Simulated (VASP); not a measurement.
**Pb: single point with LDA**

Pb:

```
CELL_PARAMETERS angstrom
0.03439 3.45620 3.45620
3.45620 0.03439 3.45620
3.45620 3.45620 0.03439
ATOMIC_POSITIONS crystal
Pb 0.00000 0.00000 0.00000
Pb 0.25000 0.25000 0.25000
```

This cell differs from its parent crystal: equal xy, yz and zx shear strains of +1 %.

```json
{"Program": "VASP 6.6.1", "Task": "single point", "Functional": "LDA", "Potentials or basis": "VASP PAW LDA potentials, release 64 (Pb_d)", "Cutoff": "520 eV", "k mesh": "8 × 8 × 8", "Occupations": "fermi-dirac, width 0.05 eV", "Spin": "no spin polarisation"}
```

The pressure is -0.7 GPa, the largest force is 0.105 eV/Å and the band gap on the k mesh is zero (band 14 reaches 4.45 eV, above the bottom of band 15 at 3.29 eV).

Forces on the atoms (eV/Å):
```
Pb   0.061  0.061  0.061
Pb  -0.061 -0.061 -0.061
```

Stress tensor (GPa, compression positive):
```
-0.70 -0.33 -0.33
-0.33 -0.70 -0.33
-0.33 -0.33 -0.70
```

Levels at points of the mesh, in eV from the Fermi level:
| k point | band 10 | band 11 | band 12 | band 13 | band 14 | band 15 | band 16 | band 17 | band 18 | band 19 |
| --- | --- | --- | --- | --- | --- | --- | --- | --- | --- | --- |
| (0.00, 0.00, 0.00) | -16.66 | -11.21 | -4.00 | 0.34 | 0.36 | 0.36 | 2.24 | 2.40 | 2.40 | 3.99 |
| (0.50, 0.00, 0.00) | -16.60 | -9.83 | -7.19 | -1.06 | -0.82 | -0.81 | 3.40 | 3.51 | 5.31 | 7.20 |
| (0.50, 0.50, 0.00) | -16.57 | -8.59 | -8.50 | -2.06 | -1.99 | 0.74 | 0.81 | 7.07 | 7.09 | 8.10 |
| (0.50, 0.50, 0.50) | -16.60 | -9.93 | -7.10 | -0.99 | -0.75 | -0.75 | 3.50 | 3.50 | 5.36 | 7.06 |

It took 28 s on 1 thread of Intel(R) Xeon(R) 6975P-C (Granite Rapids), on a shared host, peak memory 0.22 GiB.

Caveat: the cell differs from its parent crystal (equal xy, yz and zx shear strains of +1 %); spin-orbit coupling is left out, which moves the levels of the heavy elements.
